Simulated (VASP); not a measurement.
# InPd (Pm-3m) in VASP: single point with PBEsol

Aim: the single point of InPd with PBEsol.

Program: VASP 6.6.1. These are calculated values, not measurements. Logs are shortened: lines on timing, memory, paths and dates and some standing lists are left out, and cuts for length are marked.

**1. The cell of the first run**

Symmetry: Pm-3m, No. 221, cubic system. Conventional cell: a = 3.248 Å, b = 3.248 Å, c = 3.248 Å, α = 90.00°, β = 90.00°, γ = 90.00°. In (site symmetry m-3m) has 8 Pd at 2.81 Å and 6 In at 3.25 Å within 3.7 Å. Within 3.7 Å of Pd (site symmetry m-3m) lie 8 In at 2.81 Å and 6 Pd at 3.25 Å.

**2. Single point, PBEsol**

INCAR reads:

```
ALGO     = Normal         # electronic algorithm
EDIFF    = 1E-6           # SCF threshold, eV
ENCUT    = 520            # plane-wave cutoff, eV
GGA      = PS             # functional
ISIF     = 2              # what is computed and relaxed
ISMEAR   = -1             # smearing method
LASPH    = T              # aspherical terms in the spheres
LCHARG   = T              # write CHGCAR
LELF     = T              # ELF
LREAL    = F              # projectors in reciprocal space
LVHAR    = T            
LWAVE    = F              # write WAVECAR
NBANDS   = 18             # bands
NELM     = 80             # most SCF steps
PREC     = Accurate       # precision mode
SIGMA    = 0.1            # smearing width, eV
```

KPOINTS reads:

```
k-points
0
Gamma
  12 12 12
```

POSCAR reads:

```
InPd
1.0
    3.2480179769      0.0000000000      0.0000000000
    0.0000000000      3.2480179769      0.0000000000
    0.0000000000      0.0000000000      3.2480179769
In Pd
1 1
Direct
    0.0000000000      0.0000000000      0.0000000000
    0.5000000000      0.5000000000      0.5000000000
```

Potentials or basis: VASP PAW PBE potentials, release 64 (In_d, Pd).

On the command line:

```
cat potpaw_PBE.64/In_d/POTCAR potpaw_PBE.64/Pd/POTCAR > POTCAR
mpirun -np 1 vasp_std > vasp.out
```

OUTCAR:

```text
EDIFF = 1E-6
   ENCUT = 520
   GGA = PS
   ISIF = 2
   ISMEAR = -1
   LASPH = T
   LREAL = F
   NELM = 80
   PREC = Accurate

 ion  position               nearest neighbor table
   1  0.000  0.000  0.000-   2 2.81   2 2.81   2 2.81   2 2.81   2 2.81   2 2.81   2 2.81   2 2.81

   2  0.500  0.500  0.500-   1 2.81   1 2.81   1 2.81   1 2.81   1 2.81   1 2.81   1 2.81   1 2.81

  LATTYP: Found a simple cubic cell.
 ALAT       =     3.2480179769

  Lattice vectors:

 A1 = (   3.2480179769,   0.0000000000,   0.0000000000)
 A2 = (   0.0000000000,   3.2480179769,   0.0000000000)
 A3 = (   0.0000000000,   0.0000000000,   3.2480179769)

Analysis of symmetry for initial positions (statically):
=====================================================================
 Subroutine PRICEL returns:
 Original cell was already a primitive cell.

 Routine SETGRP: Setting up the symmetry group for a
 simple cubic supercell.

 Subroutine GETGRP returns: Found 48 space group operations
 (whereof 48 operations were pure point group operations)
 out of a pool of 48 trial point group operations.

The static configuration has the point symmetry O_h .

Analysis of symmetry for dynamics (positions and initial velocities):
=====================================================================
 Subroutine PRICEL returns:
 Original cell was already a primitive cell.

 Routine SETGRP: Setting up the symmetry group for a
 simple cubic supercell.

 Subroutine GETGRP returns: Found 48 space group operations
 (whereof 48 operations were pure point group operations)
 out of a pool of 48 trial point group operations.

The dynamic configuration has the point symmetry O_h .

 Subroutine INISYM returns: Found 48 space group operations
 (whereof 48 operations are pure point group operations),
 and found     1 'primitive' translations

----------------------------------------------------------------------------------------

                                     Primitive cell

  volume of cell :      34.2654

  direct lattice vectors                    reciprocal lattice vectors
     3.248017977  0.000000000  0.000000000     0.307880069  0.000000000  0.000000000
     0.000000000  3.248017977  0.000000000     0.000000000  0.307880069  0.000000000
     0.000000000  0.000000000  3.248017977     0.000000000  0.000000000  0.307880069

  length of vectors
     3.248017977  3.248017977  3.248017977     0.307880069  0.307880069  0.307880069

  position of ions in fractional coordinates (direct lattice)
     0.000000000  0.000000000  0.000000000
     0.500000000  0.500000000  0.500000000

  ion indices of the primitive-cell ions
   primitive index   ion index
                 1           1
                 2           2

----------------------------------------------------------------------------------------

 KPOINTS: k-points

Automatic generation of k-mesh.
 Grid dimensions read from file:
 generate k-points for:   12   12   12

 Generating k-lattice:

  Cartesian coordinates                     Fractional coordinates (reciprocal lattice)
     0.025656672  0.000000000  0.000000000     0.083333333  0.000000000  0.000000000
     0.000000000  0.025656672  0.000000000     0.000000000  0.083333333  0.000000000
     0.000000000  0.000000000  0.025656672     0.000000000  0.000000000  0.083333333

  Length of vectors
     0.025656672  0.025656672  0.025656672

  Shift w.r.t. Gamma in fractional coordinates (k-lattice)
     0.000000000  0.000000000  0.000000000

 Subroutine IBZKPT returns following result:
 ===========================================

 Found     84 irreducible k-points:

 Following reciprocal coordinates:
            Coordinates               Weight
  0.000000  0.000000  0.000000      1.000000
  0.083333  0.000000  0.000000      6.000000
  0.166667  0.000000  0.000000      6.000000
  0.250000  0.000000  0.000000      6.000000
  0.333333  0.000000  0.000000      6.000000
  0.416667  0.000000  0.000000      6.000000
[... 16 lines left out ...]
  0.333333  0.333333  0.000000     12.000000
  0.416667  0.333333  0.000000     24.000000
 [... further k-points ...]
   k-points           NKPTS =     84   k-points in BZ     NKDIM =     84   number of bands    NBANDS=     18
   number of dos      NEDOS =    301   number of ions     NIONS =      2
   total plane-waves  NPLWV =  13824
   dimension x,y,z NGX =    24 NGY =   24 NGZ =   24
   dimension x,y,z NGXF=    48 NGYF=   48 NGZF=   48
   ions per type =               1   1
   NGX,Y,Z   is equivalent  to a cutoff of  12.28, 12.28, 12.28 a.u.
   NGXF,Y,Z  is equivalent  to a cutoff of  24.57, 24.57, 24.57 a.u.
 SYSTEM =  unknown system
   PREC   = accura    normal or accurate (medium, high low for compatibility)
   ISTART =      0    job   : 0-new  1-cont  2-samecut
   ICHARG =      2    charge: 1-file 2-atom 10-const
   ISPIN  =      1    spin polarized calculation?
   LNONCOLLINEAR =      F non collinear calculations
   LSORBIT =      F    spin-orbit coupling
   LASPH  =      T    aspherical Exc in radial PAW
   ENCUT  =  520.0 eV  38.22 Ry    6.18 a.u.   6.04  6.04  6.04*2*pi/ulx,y,z
   NELM   =     80;   NELMIN=  2; NELMDL= -5     # of ELM steps
   EDIFF  = 0.1E-05   stopping-criterion for ELM
   LREAL  =      F    real-space projection
   EDIFFG = 0.1E-04   stopping-criterion for IOM
   NSW    =      0    number of steps for IOM
   IBRION =     -1    ionic relax: 0-MD 1-quasi-New 2-CG
   NFREE  =      0    steps in history (QN), initial steepest desc. (CG)
   ISIF   =      2    stress and relaxation
   ISYM   =      2    0-nonsym 1-usesym 2-fastsym
   POTIM  = 0.5000    time-step for ionic-motion
   TEBEG  =    0.0;   TEEND  =   0.0 temperature during run
   PSTRESS=    0.0 pullay stress
   NELECT =      23.0000    total number of electrons
   NUPDOWN=      -1.0000    fix difference up-down
   EMIN   =  10.00;   EMAX   =-10.00  energy-range for DOS
   EFERMI =   0.00;   METHOD = LEGACY
   ISMEAR =    -1;   SIGMA  =   0.10  broadening in eV -4-tet -1-fermi 0-gaus
   EFERMI_NEDOS =   21; number of points for ismear=-14 and -15
   IALGO  =     38    algorithm
   IMIX   =      4    mixing-type and parameters
     AMIX     =   0.40;   BMIX     =  1.00
     AMIX_MAG =   1.60;   BMIX_MAG =  1.00
  volume/ion in A,a.u.               =      17.13       115.62
  Fermi-wavevector in a.u.,A,eV,Ry     =   1.433394  2.708723 27.954793  2.054619
  Thomas-Fermi vector in A             =   2.552917
   LORBIT       =      0    0 simple, 1 ext, 2 COOP (PROOUT), +10 PAW based schemes
   GGA     = PS    functional components
   LHFCALC =     F    Hartree Fock is set to
   AEXX    =    0.0000 exact exchange contribution
   IVDW    =     0    specifies the selected vdW correction
   LEPSILON=     F    determine dielectric tensor
   LRPA    =     F    only Hartree local field effects (RPA)
 non-spin polarized calculation
  energy-cutoff  :      520.00
  volume of cell :       34.27
 maximum number of plane-waves:       941
   NGX = 13   NGY = 13   NGZ = 13

 number of electron      22.9999988 magnetization

 Free energy of the ion-electron system (eV)
  ---------------------------------------------------
  ext. energy  EPLUGINS =         0.00000000
  ---------------------------------------------------
  free energy    TOTEN  =       -10.01178404 eV

  energy without entropy =       -9.98760616  energy(sigma->0) =       -9.99969510

 E-fermi :  10.6908     XC(G=0): -12.5284

 val. band max:       10.6690160538   @ k =   0.4167   0.2500   0.2500
 cond. band min:      10.7129976595   @ k =   0.3333   0.2500   0.0000
 fundamental gap:      0.0439816056
 Fermi energy:        10.6907726271

 k-point     1 :       0.0000    0.0000    0.0000
  band No.  band energies     occupation
      1      -4.2611      2.00000
      2      -4.2611      2.00000
      3      -3.8200      2.00000
      4      -3.8200      2.00000
      5      -3.8200      2.00000
      6       0.3663      2.00000
[... 10 lines left out ...]
     17      21.4022      0.00000
     18      26.7067      0.00000

 k-point     2 :       0.0833    0.0000    0.0000
  band No.  band energies     occupation
      1      -4.2567      2.00000
      2      -4.2357      2.00000
      3      -3.8277      2.00000
      4      -3.8277      2.00000
      5      -3.8176      2.00000
      6       0.4787      2.00000
[... 10 lines left out ...]
     17      22.0418      0.00000
     18      26.4676      0.00000

 k-point     3 :       0.1667    0.0000    0.0000
  band No.  band energies     occupation
      1      -4.2448      2.00000
      2      -4.1666      2.00000
      3      -3.8487      2.00000
      4      -3.8487      2.00000
      5      -3.8110      2.00000
      6       0.8155      2.00000
[... 10 lines left out ...]
     17      23.9992      0.00000
     18      25.9234      0.00000

 k-point     4 :       0.2500    0.0000    0.0000
  band No.  band energies     occupation
      1      -4.2284      2.00000
      2      -4.0727      2.00000
      3      -3.8771      2.00000
      4      -3.8771      2.00000
      5      -3.8020      2.00000
      6       1.3726      2.00000
[... 10 lines left out ...]
     17      25.3975      0.00000
     18      25.7735      0.00000

 k-point     5 :       0.3333    0.0000    0.0000
  band No.  band energies     occupation
      1      -4.2120      2.00000
      2      -3.9794      2.00000
      3      -3.9054      2.00000
      4      -3.9054      2.00000
      5      -3.7930      2.00000
      6       2.1391      2.00000
[... 10 lines left out ...]
     17      24.2875      0.00000
     18      24.3587      0.00000

 k-point     6 :       0.4167    0.0000    0.0000
  band No.  band energies     occupation
      1      -4.1999      2.00000
      2      -3.9260      2.00000
      3      -3.9260      2.00000
      4      -3.9115      2.00000
      5      -3.7864      2.00000
      6       3.0848      2.00000
[... 307 lines left out ...]
 k-point    21 :       0.4167    0.2500    0.0000
  band No.  band energies     occupation
      1      -4.1059      2.00000
      2      -4.0637      2.00000
      3      -3.9445      2.00000
      4      -3.8787      2.00000
      5      -3.7927      2.00000
      6       3.6842      2.00000
[... 10 lines left out ...]
     17      23.1501      0.00000
     18      23.3497      0.00000

 k-point    22 :       0.5000    0.2500    0.0000
  band No.  band energies     occupation
      1      -4.1016      2.00000
      2      -4.0767      2.00000
      3      -3.9533      2.00000
      4      -3.8801      2.00000
      5      -3.7679      2.00000
      6       4.1086      2.00000
[... 10 lines left out ...]
     17      22.6934      0.00000
     18      22.9533      0.00000

 k-point    23 :       0.3333    0.3333    0.0000
  band No.  band energies     occupation
      1      -4.0966      2.00000
      2      -4.0840      2.00000
      3      -3.9344      2.00000
      4      -3.9087      2.00000
      5      -3.7768      2.00000
      6       3.4952      2.00000
[... 10 lines left out ...]
     17      23.1377      0.00000
     18      24.3247      0.00000

 k-point    24 :       0.4167    0.3333    0.0000
  band No.  band energies     occupation
      1      -4.1297      2.00000
      2      -4.0798      2.00000
      3      -3.9540      2.00000
      4      -3.9237      2.00000
      5      -3.7116      2.00000
      6       3.9960      2.00000
[... 10 lines left out ...]
     17      22.6835      0.00000
     18      23.7767      0.00000

 [... further k-points ...]
[... 5 lines left out ...]
  --------------------------------------------------------------------------------------
  -------------------------------------------------------------------------------------
  Total        0.0376723      0.0376723      0.0376723      0.0000000     -0.0000000      0.0000000
  in kB        1.7614806      1.7614806      1.7614806      0.0000000     -0.0000000      0.0000000
  external PRESSURE =       1.7614806 kB  Pullay stress =       0.0000000 kB

 VOLUME and BASIS-vectors are now :
 -----------------------------------------------------------------------------
  energy-cutoff  :      520.00
  volume of cell :       34.27
      direct lattice vectors                 reciprocal lattice vectors
     3.248017977  0.000000000  0.000000000     0.307880069  0.000000000  0.000000000
     0.000000000  3.248017977  0.000000000     0.000000000  0.307880069  0.000000000
     0.000000000  0.000000000  3.248017977     0.000000000  0.000000000  0.307880069

 POSITION                                       TOTAL-FORCE (eV/Angst)
 -----------------------------------------------------------------------------------
      0.00000      0.00000      0.00000         0.000000      0.000000      0.000000
      1.62401      1.62401      1.62401         0.000000      0.000000      0.000000
 -----------------------------------------------------------------------------------
    total drift:                                0.000000      0.000000     -0.000000

  FREE ENERGIE OF THE ION-ELECTRON SYSTEM (eV)
  ---------------------------------------------------
  free  energy   TOTEN  =       -10.0117840364 eV

  energy  without entropy=       -9.9876061570  energy(sigma->0) =       -9.99969510
```

It took 14 s on 1 thread of Intel Xeon Platinum 8559C (Emerald Rapids), shared host; peak memory 0.18 GiB.

Results:

```yaml
Free_energy: -10.0118 eV
Pressure: 0.2 GPa
```

Caveat: the PAW data sets were made with another functional, which shifts forces and pressure a little; spin-orbit coupling is left out, which moves the levels of the heavy elements.
